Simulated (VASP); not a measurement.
Crystal: LiGeN.

```
Li Ge N
1.0
    -1.94295    2.31089    2.74065
     1.94295   -2.31089    2.74065
     1.94295    2.31089   -2.74065
Li Ge N
1 1 1
Direct
  0.00000 0.00000 0.00000
  0.50000 0.00000 0.50000
  0.50000 0.50000 0.00000
```

The cell was generated, and may not be a known phase.

| Quantity | Value |
| --- | --- |
| Program | VASP 6.6.1 |
| Task | relaxation of cell and atoms |
| Functional | PBE |
| Potentials or basis | VASP PAW PBE potentials, release 64 (Li_sv, Ge_d, N) |
| Cutoff | 600 eV |
| k mesh | 6 × 6 × 6 |
| Occupations | gaussian, width 0.1 eV |
| Spin | no spin polarisation |

At the start: pressure 1.2 GPa; volume 16.41 Å³/atom.

Problem. Where does the relaxation end?

Solution. Over 16 steps the energy falls by 386.4 meV/atom and the volume is 15.57 Å³/atom (-5.1 %); space group Immm (No. 71, to 0.1 Å) before and after.

The path:
```
step  energy change (eV)  largest force (eV/Å)  pressure (GPa)  volume (Å³)
   1              0.0000                0.0000            1.16        49.22
   2             -0.3929                0.0000            1.59        49.85
   3             -0.4673                0.0000            3.37        50.02
   4             -0.6982                0.0000           -3.83        53.16
   5             -0.7262                0.0000           -5.84        54.45
   6             -0.8967                0.0000           -5.79        53.60
   7             -0.9405                0.0000           -1.77        49.37
   8             -1.0474                0.0000           -5.27        52.38
   9             -1.0869                0.0000           -3.83        50.89
  10             -1.0902                0.0000           -4.62        51.55
  11             -1.1415                0.0000           -1.53        48.96
  12             -1.1435                0.0000           -0.55        48.35
  13             -1.1523                0.0000           -0.46        47.79
  14             -1.1580                0.0000           -0.27        47.13
  15             -1.1550                0.0000            0.29        45.82
  16             -1.1591                0.0000           -0.22        46.71
```

Final structure:
```
CELL_PARAMETERS angstrom
-1.92009 3.07334 1.97905
1.92009 -3.07334 1.97905
1.92009 3.07334 -1.97905
ATOMIC_POSITIONS crystal
Li 0.00000 0.00000 0.00000
Ge 0.50000 0.00000 0.50000
N 0.50000 0.50000 0.00000
```

Caveat: the cutoff is under 1.25 times the usual one of these potentials, so pressure, stress and relaxed cells hold a basis-set (Pulay) error.
